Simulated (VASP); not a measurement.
Input of a VASP 6.6.1 run:

The input INCAR:

```
ALGO = Normal
EDIFF = 1E-6
ENCUT = 500
GGA = PE
GGA_COMPAT = F
ISIF = 2
ISMEAR = 0
LASPH = T
LCHARG = F
LMAXMIX = 6
LREAL = F
LWAVE = F
NBANDS = 50
NELM = 200
PREC = Accurate
SIGMA = 0.1
```

KPOINTS

```
k-points
0
Gamma
  3 3 4
```

File POSCAR:

```
PrPb5
1.0
    6.1346145621      0.0000000000      0.0000000000
   -3.0673072811      5.3127320532      0.0000000000
    0.0000000000      0.0000000000      5.8414129594
Pr Pb
1 5
Direct
    0.0000000000      0.0000000000      0.5000000000
    0.0000000000      0.3364263924      0.0000000000
    0.6635736076      0.6635736076      0.0000000000
    0.3364263924      0.0000000000      0.0000000000
    0.6666666667      0.3333333333      0.5000000000
    0.3333333333      0.6666666667      0.5000000000
```

Potentials or basis: VASP PAW PBE potentials, release 64 (Pr_3, Pb_d), 4f in core.

The run is started by

```bash
$ cat potpaw_PBE.64/Pr_3/POTCAR potpaw_PBE.64/Pb_d/POTCAR > POTCAR
$ mpirun -np 1 vasp_std > vasp.out
```

(1) Predict the largest force.

(2) Estimate the band gap on the k mesh.

Answers

(1) 0.010 eV/Å.

(2) zero (an odd number of electrons rules out a gap without spin polarisation).

Caveat: the k points lie up to 0.39 Å⁻¹ apart, too coarse for converged energies and pressures of a metal; spin-orbit coupling is left out, which moves the levels of the heavy elements; the 4f electrons are frozen in the core, so they carry no moment and show no levels.
